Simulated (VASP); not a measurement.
Runs of VASP 6.6.1 on MgS. The structure is that of space group P6_3mc (No. 186), or close to it. The cells are those of the table. 

```tsv
cell	gap on the mesh (eV)	pressure (GPa)	largest force (eV/Å)
a = 4.088, b = 4.088, c = 6.517 Å, angles 90.0, 90.0, 120.0°, 4 atoms	3.08	-2.5	0.05
a = 4.061, b = 4.061, c = 6.475 Å, angles 90.0, 90.0, 120.0°, 4 atoms	3.17	(b)	0.05
a = 3.980, b = 3.980, c = 6.345 Å, angles 90.0, 90.0, 120.0°, 4 atoms	3.47	2.1	0.04
a = 4.035, b = 4.035, c = 6.432 Å, angles 90.0, 90.0, 120.0°, 4 atoms	3.27	-0.4	0.04
a = 4.008, b = 4.008, c = 6.389 Å, angles 90.0, 90.0, 120.0°, 4 atoms	3.37	0.8	0.04
a = 3.952, b = 3.952, c = 6.301 Å, angles 90.0, 90.0, 120.0°, 4 atoms	3.57	3.6	0.04
a = 4.114, b = 4.114, c = 6.558 Å, angles 90.0, 90.0, 120.0°, 4 atoms	(a)	-3.3	0.05
```

Alike in all rows: task single point; level PBEsol; potentials or basis VASP PAW PBE potentials, release 64 (Mg, S); no spin polarisation; k mesh 5 × 5 × 3; cutoff (eV) 520; smearing methfessel-paxton 0.01 eV.

Task: Estimate the missing entries.

Result: (a) 2.99; (b) -1.5.

Caveats: the PAW data sets were made with another functional, which shifts forces and pressure a little.

